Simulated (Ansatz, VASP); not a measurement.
HgTe: VASP beside Ansatz

Contents of INCAR:

```
  ALGO = Normal
  EDIFF = 1E-6
  ENCUT = 520
  GGA = PS
  ISIF = 2
  ISMEAR = -1
  LASPH = T
  LCHARG = F
  LREAL = F
  LWAVE = F
  NBANDS = 16
  NELM = 100
  PREC = Accurate
  SIGMA = 0.05
```

The input KPOINTS:

```
k-points
0
Gamma
  7 7 7
```

POSCAR

```
HgTe
1.0
    0.0000000000      3.1488795465      3.1488795465
    3.1488795465      0.0000000000      3.1488795465
    3.1488795465      3.1488795465      0.0000000000
Hg Te
1 1
Direct
    0.0000000000      0.0000000000      0.0000000000
    0.7500000000      0.7500000000      0.7500000000
```

Contents of input.yaml:

```yaml
crystal:
  lattice:
    - [0.0, 3.1488795465, 3.1488795465]
    - [3.1488795465, 0.0, 3.1488795465]
    - [3.1488795465, 3.1488795465, 0.0]
  atoms:
    - { symbol: Hg, position: [0.0, 0.0, 0.0] }
    - { symbol: Te, position: [0.75, 0.75, 0.75] }
kpoints:
  mp_grid: { grid: [7, 7, 7] }
scf:
  occupations: { method: fermi_dirac, width: 0.05 }
hamiltonian:
  xc: pbesol
  pseudopotentials: { kind: all_electron, lapw: { basis_error: 0.0005 } }
output:
  forces: true
  stress: true
  eigenvalues: true
```

Change from the starting cell: volume scaled by 0.94.

Alike in both runs: task single point; functional PBEsol; k mesh 7 × 7 × 7; occupations fermi-dirac, width 0.05 eV; no spin polarisation.

|  | VASP | Ansatz |
| --- | --- | --- |
| version | VASP 6.6.1 | Ansatz 0.2.0 |
| potentials or method | VASP PAW PBE potentials, release 64 (Hg, Te), cutoff 520 eV | all-electron LAPW, scalar-relativistic |

```tsv
	VASP	Ansatz	Ansatz less VASP
gap on the k mesh at the Fermi level (eV)	none	none	-
pressure (GPa)	5.6	5.4	-0.16
```

VASP's potentials were made for PBE, not for PBEsol. A gap of «none» marks a metal or a gap that the smearing closes. Ansatz ran all-electron here, and VASP with PAW potentials.

Spin-orbit coupling is off throughout.
